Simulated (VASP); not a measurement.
# PbF2 (Fm-3m) in VASP: single point with PBEsol

Aim: the single point of PbF2 with PBEsol.

Everything below comes from runs of VASP 6.6.1. Logs are shortened: lines on timing, memory, paths and dates and some standing lists are left out, and cuts for length are marked.

## Step 1: The cell of the first run

The structure is cubic, space group Fm-3m (No. 225). The conventional cell has a = 5.927 Å, b = 5.927 Å, c = 5.927 Å, α = 90.00°, β = 90.00°, γ = 90.00°. Within 3.4 Å of Pb (site symmetry m-3m) lie 8 F at 2.57 Å. F (site symmetry -43m) has 4 Pb at 2.57 Å and 6 F at 2.96 Å within 3.4 Å.

## Step 2: Single point, PBEsol

Input file INCAR:

```
PREC     = Accurate       # precision mode
ENCUT    = 600            # plane-wave cutoff, eV
EDIFF    = 1E-6           # SCF threshold, eV
ISMEAR   = -1             # smearing method
SIGMA    = 0.0272         # smearing width, eV
LREAL    = False          # projectors in reciprocal space
LASPH    = True           # aspherical terms in the spheres
NELM     = 120            # most SCF steps
ALGO     = Normal         # electronic algorithm
ISIF     = 2              # what is computed and relaxed
LWAVE    = False          # write WAVECAR
LCHARG   = False          # write CHGCAR
GGA      = PS             # functional
NBANDS   = 21             # bands
GGA_COMPAT= False
```

Input file KPOINTS:

```
regular mesh
0
Gamma
  6 6 6
```

Input file POSCAR:

```
PbF2
1.0
    0.0000000000      2.9636600000      2.9636600000
    2.9636600000      0.0000000000      2.9636600000
    2.9636600000      2.9636600000      0.0000000000
Pb F
1 2
Direct
    0.0000000000      0.0000000000      0.0000000000
    0.2500000000      0.2500000000      0.2500000000
    0.7500000000      0.7500000000      0.7500000000
```

Potentials or basis: VASP PAW PBE potentials, release 64 (Pb_d, F).

Run with:

```bash
$ cat potpaw_PBE.64/Pb_d/POTCAR potpaw_PBE.64/F/POTCAR > POTCAR
$ mpirun -np 1 vasp_std > vasp.out
```

OUTCAR:

```text
PREC = Accurate
   ENCUT = 600
   EDIFF = 1E-6
   ISMEAR = -1
   LREAL = False
   LASPH = True
   NELM = 120
   ISIF = 2
   GGA = PS

 ion  position               nearest neighbor table
   1  0.000  0.000  0.000-   3 2.57   3 2.57   3 2.57   2 2.57   2 2.57   2 2.57   3 2.57   2 2.57

   2  0.250  0.250  0.250-   1 2.57   1 2.57   1 2.57   1 2.57
   3  0.750  0.750  0.750-   1 2.57   1 2.57   1 2.57   1 2.57

  LATTYP: Found a face centered cubic cell.
 ALAT       =     5.9273200000

  Lattice vectors:

 A1 = (   0.0000000000,   2.9636600000,   2.9636600000)
 A2 = (   2.9636600000,   0.0000000000,   2.9636600000)
 A3 = (   2.9636600000,   2.9636600000,   0.0000000000)

Analysis of symmetry for initial positions (statically):
=====================================================================
 Subroutine PRICEL returns:
 Original cell was already a primitive cell.

 Routine SETGRP: Setting up the symmetry group for a
 face centered cubic supercell.

 Subroutine GETGRP returns: Found 48 space group operations
 (whereof 48 operations were pure point group operations)
 out of a pool of 48 trial point group operations.

The static configuration has the point symmetry O_h .

Analysis of symmetry for dynamics (positions and initial velocities):
=====================================================================
 Subroutine PRICEL returns:
 Original cell was already a primitive cell.

 Routine SETGRP: Setting up the symmetry group for a
 face centered cubic supercell.

 Subroutine GETGRP returns: Found 48 space group operations
 (whereof 48 operations were pure point group operations)
 out of a pool of 48 trial point group operations.

The dynamic configuration has the point symmetry O_h .

 Subroutine INISYM returns: Found 48 space group operations
 (whereof 48 operations are pure point group operations),
 and found     1 'primitive' translations

----------------------------------------------------------------------------------------

                                     Primitive cell

  volume of cell :      52.0613

  direct lattice vectors                    reciprocal lattice vectors
     0.000000000  2.963660000  2.963660000    -0.168710311  0.168710311  0.168710311
     2.963660000  0.000000000  2.963660000     0.168710311 -0.168710311  0.168710311
     2.963660000  2.963660000  0.000000000     0.168710311  0.168710311 -0.168710311

  length of vectors
     4.191248166  4.191248166  4.191248166     0.292214830  0.292214830  0.292214830

  position of ions in fractional coordinates (direct lattice)
     0.000000000  0.000000000  0.000000000
     0.250000000  0.250000000  0.250000000
     0.750000000  0.750000000  0.750000000

  ion indices of the primitive-cell ions
   primitive index   ion index
                 1           1
                 2           2
                 3           3

----------------------------------------------------------------------------------------

 KPOINTS: regular mesh

Automatic generation of k-mesh.
 Grid dimensions read from file:
 generate k-points for:    6    6    6

 Generating k-lattice:

  Cartesian coordinates                     Fractional coordinates (reciprocal lattice)
    -0.028118385  0.028118385  0.028118385     0.166666667  0.000000000  0.000000000
     0.028118385 -0.028118385  0.028118385     0.000000000  0.166666667  0.000000000
     0.028118385  0.028118385 -0.028118385     0.000000000  0.000000000  0.166666667

  Length of vectors
     0.048702472  0.048702472  0.048702472

  Shift w.r.t. Gamma in fractional coordinates (k-lattice)
     0.000000000  0.000000000  0.000000000

 Subroutine IBZKPT returns following result:
 ===========================================

 Found     16 irreducible k-points:

 Following reciprocal coordinates:
            Coordinates               Weight
  0.000000  0.000000  0.000000      1.000000
  0.166667  0.000000  0.000000      8.000000
  0.333333  0.000000  0.000000      8.000000
  0.500000  0.000000  0.000000      4.000000
  0.166667  0.166667  0.000000      6.000000
  0.333333  0.166667  0.000000     24.000000
[... 8 lines left out ...]
 -0.333333  0.333333  0.166667     24.000000
 -0.333333  0.500000  0.166667     12.000000
   k-points           NKPTS =     16   k-points in BZ     NKDIM =     16   number of bands    NBANDS=     21
   number of dos      NEDOS =    301   number of ions     NIONS =      3
   total plane-waves  NPLWV =  46656
   dimension x,y,z NGX =    36 NGY =   36 NGZ =   36
   dimension x,y,z NGXF=    72 NGYF=   72 NGZF=   72
   ions per type =               1   2
   NGX,Y,Z   is equivalent  to a cutoff of  14.28, 14.28, 14.28 a.u.
   NGXF,Y,Z  is equivalent  to a cutoff of  28.56, 28.56, 28.56 a.u.
 SYSTEM =  unknown system
   PREC   = accura    normal or accurate (medium, high low for compatibility)
   ISTART =      0    job   : 0-new  1-cont  2-samecut
   ICHARG =      2    charge: 1-file 2-atom 10-const
   ISPIN  =      1    spin polarized calculation?
   LNONCOLLINEAR =      F non collinear calculations
   LSORBIT =      F    spin-orbit coupling
   LASPH  =      T    aspherical Exc in radial PAW
   ENCUT  =  600.0 eV  44.10 Ry    6.64 a.u.   8.37  8.37  8.37*2*pi/ulx,y,z
   NELM   =    120;   NELMIN=  2; NELMDL= -5     # of ELM steps
   EDIFF  = 0.1E-05   stopping-criterion for ELM
   LREAL  =      F    real-space projection
   EDIFFG = 0.1E-04   stopping-criterion for IOM
   NSW    =      0    number of steps for IOM
   IBRION =     -1    ionic relax: 0-MD 1-quasi-New 2-CG
   NFREE  =      0    steps in history (QN), initial steepest desc. (CG)
   ISIF   =      2    stress and relaxation
   ISYM   =      2    0-nonsym 1-usesym 2-fastsym
   POTIM  = 0.5000    time-step for ionic-motion
   TEBEG  =    0.0;   TEEND  =   0.0 temperature during run
   PSTRESS=    0.0 pullay stress
   NELECT =      28.0000    total number of electrons
   NUPDOWN=      -1.0000    fix difference up-down
   EMIN   =  10.00;   EMAX   =-10.00  energy-range for DOS
   EFERMI =   0.00;   METHOD = LEGACY
   ISMEAR =    -1;   SIGMA  =   0.03  broadening in eV -4-tet -1-fermi 0-gaus
   EFERMI_NEDOS =   21; number of points for ismear=-14 and -15
   IALGO  =     38    algorithm
   IMIX   =      4    mixing-type and parameters
     AMIX     =   0.40;   BMIX     =  1.00
     AMIX_MAG =   1.60;   BMIX_MAG =  1.00
  volume/ion in A,a.u.               =      17.35       117.11
  Fermi-wavevector in a.u.,A,eV,Ry     =   1.331340  2.515869 24.115883  1.772467
  Thomas-Fermi vector in A             =   2.460359
   LORBIT       =      0    0 simple, 1 ext, 2 COOP (PROOUT), +10 PAW based schemes
   GGA     = PS    functional components
   LHFCALC =     F    Hartree Fock is set to
   AEXX    =    0.0000 exact exchange contribution
   IVDW    =     0    specifies the selected vdW correction
   LEPSILON=     F    determine dielectric tensor
   LRPA    =     F    only Hartree local field effects (RPA)
 non-spin polarized calculation
  energy-cutoff  :      600.00
  volume of cell :       52.06
 maximum number of plane-waves:      1807
 NGX is ok and might be reduce to    36
   NGX = 17   NGY = 17   NGZ = 17

 number of electron      28.0000008 magnetization

 Free energy of the ion-electron system (eV)
  ---------------------------------------------------
  ext. energy  EPLUGINS =         0.00000000
  ---------------------------------------------------
  free energy    TOTEN  =       -14.93783359 eV

  energy without entropy =      -14.93783359  energy(sigma->0) =      -14.93783359

 E-fermi :   2.4533     XC(G=0):  -9.6589

 val. band max:        1.7144076775   @ k =  -0.3333   0.3333   0.1667
 cond. band min:       6.0401958915   @ k =   0.5000   0.5000   0.0000
 fundamental gap:      4.3257882140
 Fermi energy:         2.4533270130

 k-point     1 :       0.0000    0.0000    0.0000
  band No.  band energies     occupation
      1     -19.2410      2.00000
      2     -18.6016      2.00000
      3     -12.6281      2.00000
      4     -12.6281      2.00000
      5     -12.6281      2.00000
      6     -12.5644      2.00000
[... 13 lines left out ...]
     20      16.7135      0.00000
     21      19.0843      0.00000

 k-point     2 :       0.1667    0.0000    0.0000
  band No.  band energies     occupation
      1     -19.1873      2.00000
      2     -18.6502      2.00000
      3     -12.6176      2.00000
      4     -12.6176      2.00000
      5     -12.5716      2.00000
      6     -12.5636      2.00000
[... 13 lines left out ...]
     20      16.0983      0.00000
     21      18.1361      0.00000

 k-point     3 :       0.3333    0.0000    0.0000
  band No.  band energies     occupation
      1     -19.0593      2.00000
      2     -18.7642      2.00000
      3     -12.6086      2.00000
      4     -12.6086      2.00000
      5     -12.5500      2.00000
      6     -12.5500      2.00000
[... 13 lines left out ...]
     20      15.5079      0.00000
     21      16.5503      0.00000

 k-point     4 :       0.5000    0.0000    0.0000
  band No.  band energies     occupation
      1     -18.9452      2.00000
      2     -18.8693      2.00000
      3     -12.6093      2.00000
      4     -12.6093      2.00000
      5     -12.5378      2.00000
      6     -12.5378      2.00000
[... 13 lines left out ...]
     20      15.3456      0.00000
     21      15.8607      0.00000

 k-point     5 :       0.1667    0.1667    0.0000
  band No.  band energies     occupation
      1     -19.1712      2.00000
      2     -18.6640      2.00000
      3     -12.6060      2.00000
      4     -12.6060      2.00000
      5     -12.5728      2.00000
      6     -12.5650      2.00000
[... 13 lines left out ...]
     20      16.9665      0.00000
     21      18.1195      0.00000
[... 190 lines left out ...]
     20      18.2461      0.00000
     21      18.9200      0.00000

 k-point    14 :       0.5000    0.3333    0.1667
  band No.  band energies     occupation
      1     -18.9882      2.00000
      2     -18.8200      2.00000
      3     -12.5867      2.00000
      4     -12.5647      2.00000
      5     -12.5619      2.00000
      6     -12.5179      2.00000
[... 13 lines left out ...]
     20      17.4893      0.00000
     21      18.3198      0.00000

 k-point    15 :      -0.3333    0.3333    0.1667
  band No.  band energies     occupation
      1     -18.9095      2.00000
      2     -18.8905      2.00000
      3     -12.5850      2.00000
      4     -12.5662      2.00000
      5     -12.5437      2.00000
      6     -12.4906      2.00000
[... 13 lines left out ...]
     20      18.1090      0.00000
     21      18.1540      0.00000

 k-point    16 :      -0.3333    0.5000    0.1667
  band No.  band energies     occupation
      1     -18.9249      2.00000
      2     -18.8700      2.00000
      3     -12.5910      2.00000
      4     -12.5495      2.00000
      5     -12.5370      2.00000
      6     -12.5021      2.00000
[... 13 lines left out ...]
     20      16.9286      0.00000
     21      18.1921      0.00000

------------------------ aborting loop because EDIFF is reached ----------------------------------------

  FORCE on cell =-STRESS in cart. coord.  units (eV):
  Direction    XX          YY          ZZ          XY          YZ          ZX
  --------------------------------------------------------------------------------------
  -------------------------------------------------------------------------------------
  Total       -0.4219590     -0.4219590     -0.4219590     -0.0000000     -0.0000000      0.0000000
  in kB      -12.9857100    -12.9857100    -12.9857100     -0.0000000     -0.0000000      0.0000000
  external PRESSURE =     -12.9857100 kB  Pullay stress =       0.0000000 kB

 VOLUME and BASIS-vectors are now :
 -----------------------------------------------------------------------------
  energy-cutoff  :      600.00
  volume of cell :       52.06
      direct lattice vectors                 reciprocal lattice vectors
     0.000000000  2.963660000  2.963660000    -0.168710311  0.168710311  0.168710311
     2.963660000  0.000000000  2.963660000     0.168710311 -0.168710311  0.168710311
     2.963660000  2.963660000  0.000000000     0.168710311  0.168710311 -0.168710311

 POSITION                                       TOTAL-FORCE (eV/Angst)
 -----------------------------------------------------------------------------------
      0.00000      0.00000      0.00000         0.000000     -0.000000      0.000000
      1.48183      1.48183      1.48183        -0.000000      0.000000     -0.000000
      4.44549      4.44549      4.44549         0.000000      0.000000      0.000000
 -----------------------------------------------------------------------------------
    total drift:                                0.000000      0.000000      0.000000

  FREE ENERGIE OF THE ION-ELECTRON SYSTEM (eV)
  ---------------------------------------------------
  free  energy   TOTEN  =       -14.9378335940 eV

  energy  without entropy=      -14.9378335940  energy(sigma->0) =      -14.93783359
```

Run time: 11 s. Hardware: 1 thread of Intel Xeon 6975P-C (Granite Rapids), shared host; peak memory 0.2 GiB.

What came out:

```yaml
Free_energy: -14.9378 eV
Pressure: -1.3 GPa
Band_gap_on_the_k_mesh: 4.33 eV (least direct gap 4.46 eV)
```

Levels at points of the mesh, in eV from the valence-band top:
| k point | band 10 | band 11 | band 12 | band 13 | band 14 | band 15 | band 16 | band 17 | band 18 | band 19 |
| --- | --- | --- | --- | --- | --- | --- | --- | --- | --- | --- |
| (0.00, 0.00, 0.00) | -2.46 | -2.46 | -1.96 | -1.96 | -1.96 | 6.70 | 6.70 | 6.70 | 10.54 | 15.00 |
| (0.50, 0.00, 0.00) | -2.67 | -2.67 | -2.12 | -2.12 | 0.00 | 4.96 | 7.60 | 7.60 | 13.10 | 13.63 |
| (0.50, 0.50, 0.00) | -3.56 | -1.52 | -1.52 | -1.52 | -0.13 | 4.33 | 7.84 | 7.84 | 8.85 | 14.07 |

Caveat: the PAW data sets were made with another functional, which shifts forces and pressure a little; spin-orbit coupling is left out, which moves the levels of the heavy elements. A k mesh can miss the band edges.
